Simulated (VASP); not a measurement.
Wanted: the native input for a VASP 6.6.1 run.

* Task: single point
* Functional: PBE
* Potentials or basis: VASP PAW PBE potentials, release 64 (Ag)
* Cutoff: 520 eV
* k mesh: 14 × 14 × 4
* Occupations: fermi-dirac, width 0.08 eV
* Spin: no spin polarisation
* Dipole correction: no
* Further INCAR settings: ALGO = Normal; EDIFF = 1e-06; NBANDS = 30

The structure of Ag lies in POSCAR:

```
Ag
1.0
    2.8765459973      0.0000000000      0.0000000000
   -1.4382729987      2.4911619089      0.0000000000
    0.0000000000      0.0000000000      9.9665549341
Ag
4
Direct
    0.3333333333      0.6666666667      0.2500000000
    0.6666666667      0.3333333333      0.7500000000
    0.0000000000      0.0000000000      0.0000000000
    0.0000000000      0.0000000000      0.5000000000
```

This isn't the form of Ag at room conditions, which is fcc.

One way to write it, as run:

INCAR

```
PREC = Accurate
ENCUT = 520
EDIFF = 1E-6
ISMEAR = -1
SIGMA = 0.08
LREAL = F
LASPH = T
NELM = 80
ALGO = Normal
ISIF = 2
LWAVE = F
LCHARG = T
GGA = PE
LELF = T
LVHAR = T
NBANDS = 30
```

KPOINTS

```
regular mesh
0
Gamma
  14 14 4
```

Potentials or basis: VASP PAW PBE potentials, release 64 (Ag).

Launch:

```bash
$ cat potpaw_PBE.64/Ag/POTCAR > POTCAR
$ mpirun -np 1 vasp_std > vasp.out
```

Results of the run:

* Pressure: 0.4 GPa
* Band gap on the k mesh: zero (bands 22 and 23 overlap by 6.14 eV)

Wall time 52 s on 1 thread of Intel(R) Xeon(R) 6975P-C (Granite Rapids), with other jobs on the host, peak memory 0.26 GiB.
